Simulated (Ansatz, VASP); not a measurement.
# Ru: VASP beside Ansatz

The input INCAR:

```
SYSTEM = Ru
PREC = Accurate
ENCUT = 520
EDIFF = 1E-8
ISMEAR = -1
SIGMA = 0.03
LREAL = .False.
LASPH = .True.
NELM = 100
ALGO = Normal
ISIF = 2
LWAVE = .False.
LCHARG = .False.
GGA = PS
LEFG = .True.
NBANDS = 21
```

File KPOINTS:

```
Automatic mesh
0
Gamma
  14 14 8
  0 0 0
```

Contents of POSCAR:

```
Ru
1.0
    2.7057993342      0.0000000000      0.0000000000
   -1.3528996671      2.3432909610      0.0000000000
    0.0000000000      0.0000000000      4.1962620000
Ru
2
Direct
    0.3333333333      0.6666666667      0.2500000000
    0.6666666667      0.3333333333      0.7500000000
```

Input for Ansatz:

```yaml
crystal:
  lattice:
    - [2.7057993342, 0.0, 0.0]
    - [-1.3528996671, 2.343290961, 0.0]
    - [0.0, 0.0, 4.196262]
  atoms:
    - { symbol: Ru, position: [0.3333333333, 0.6666666667, 0.25] }
    - { symbol: Ru, position: [0.6666666667, 0.3333333333, 0.75] }
kpoints:
  mp_grid: { grid: [14, 14, 8] }
scf:
  occupations: { method: fermi_dirac, width: 0.03 }
hamiltonian:
  xc: pbesol
  pseudopotentials: { kind: all_electron, datasets: crystal }
output:
  forces: true
  stress: true
  eigenvalues: true
  efg: { contact_densities: true }
```

Change from the starting cell: zz strain of -2 %, crystal datasets.

Alike in both runs: task electric field gradients; functional PBEsol; k mesh 14 × 14 × 8; occupations fermi-dirac, width 0.03 eV; no spin polarisation.

|  | VASP | Ansatz |
| --- | --- | --- |
| version | VASP 6.6.1 | Ansatz 0.2.0 |
| potentials or method | VASP PAW PBE potentials, release 64 (Ru_pv), cutoff 520 eV | all-electron PAW with datasets made for the crystal, scalar-relativistic |

|  | VASP | Ansatz | Ansatz less VASP |
| --- | --- | --- | --- |
| pressure (GPa) | 0.8 | 0.9 | +0.04 |
| traceless stress, the component that is largest in VASP (GPa) | 5.69 | 5.65 | -0.038 |
| size of Vzz on the site where it differs most (V/Å²) | 22.4 | 19.0 | -3.43 |

VASP's potentials were made for PBE, not for PBEsol. Ansatz ran all-electron here, and VASP with PAW potentials.
